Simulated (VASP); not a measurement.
A run of VASP 6.6.1:

File INCAR:

```
PREC     = Accurate       # precision mode
ENCUT    = 520            # plane-wave cutoff, eV
EDIFF    = 1E-6           # SCF threshold, eV
ISMEAR   = -1             # smearing method
SIGMA    = 0.05           # smearing width, eV
LREAL    = False          # projectors in reciprocal space
LASPH    = True           # aspherical terms in the spheres
NELM     = 80             # most SCF steps
ALGO     = Normal         # electronic algorithm
ISIF     = 2              # what is computed and relaxed
LWAVE    = False          # write WAVECAR
LCHARG   = False          # write CHGCAR
GGA      = PS             # functional
IVDW     = 12             # dispersion correction
NBANDS   = 16             # bands
```

KPOINTS

```
Automatic mesh
0
Gamma
  8 8 7
```

The input POSCAR:

```
NbTe
1.0
    3.5684356221      0.0000000000      0.0000000000
   -1.7842178110      3.0903559005      0.0000000000
    0.0000000000      0.0000000000      3.6552653546
Te Nb
1 1
Direct
    0.6666666667      0.3333333333      0.0000000000
    0.0000000000      0.0000000000      0.5000000000
```

Potentials or basis: VASP PAW PBE potentials, release 64 (Te, Nb_sv).

The run is started by

```console
$ cat potpaw_PBE.64/Te/POTCAR potpaw_PBE.64/Nb_sv/POTCAR > POTCAR
$ mpirun -np 1 vasp_std > vasp.out
```

Hardware: 1 thread of Intel(R) Xeon(R) Platinum 8488C (Sapphire Rapids), on a shared host.

Q: How long does it take, and how much memory?

A: Wall time 13 s on 1 thread of Intel(R) Xeon(R) Platinum 8488C (Sapphire Rapids) (shared host), peak memory 0.18 GiB. Counts: scf iterations 12, k points 40.
